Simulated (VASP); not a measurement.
SiC, 2 atoms in the cell. It takes space group I-4m2 (No. 119, tetragonal). The conventional cell has a = 3.080 Å, b = 3.080 Å, c = 4.334 Å, α = 90.00°, β = 90.00°, γ = 90.00°. Within 2.5 Å of Si (site symmetry -4m2) lie 4 C at 1.88 Å. Within 2.5 Å of C (site symmetry -4m2) lie 4 Si at 1.88 Å.  This cell differs from its parent crystal: uniaxial x strain -0.5%.

- Program: VASP 6.6.1
- Task: single point
- Functional: HSE06
- Potentials or basis: VASP PAW PBE potentials, release 64 (Si, C)
- Cutoff: 520 eV
- k mesh: 8 × 8 × 8
- Occupations: gaussian, width 0.01 eV
- Spin: no spin polarisation
- Dipole correction: no
- Grid for exact exchange (PRECFOCK): Normal
- Further INCAR settings: ALGO = Normal; EDIFF = 1e-07; NBANDS = 11
- Share of exact exchange: 0.25
- Screening parameter: 0.2079 1/Å

Potentials or basis: VASP PAW PBE potentials, release 64 (Si, C).

The run is started by

```bash
$ cat potpaw_PBE.64/Si/POTCAR potpaw_PBE.64/C/POTCAR > POTCAR
$ cp INCAR.step1 INCAR
$ mpirun -np 1 vasp_std > vasp.out
$ cp INCAR.step2 INCAR
$ mpirun -np 1 vasp_std > vasp.out
```

Hardware: 1 thread of Oxide Virtual Turin-like Processor, with other jobs on the host.

Task: How long does it take, and how much memory?

Result: It took 90 min on 1 thread of Oxide Virtual Turin-like Processor, on a shared host, peak memory 0.23 GiB. Counts: k points 59.
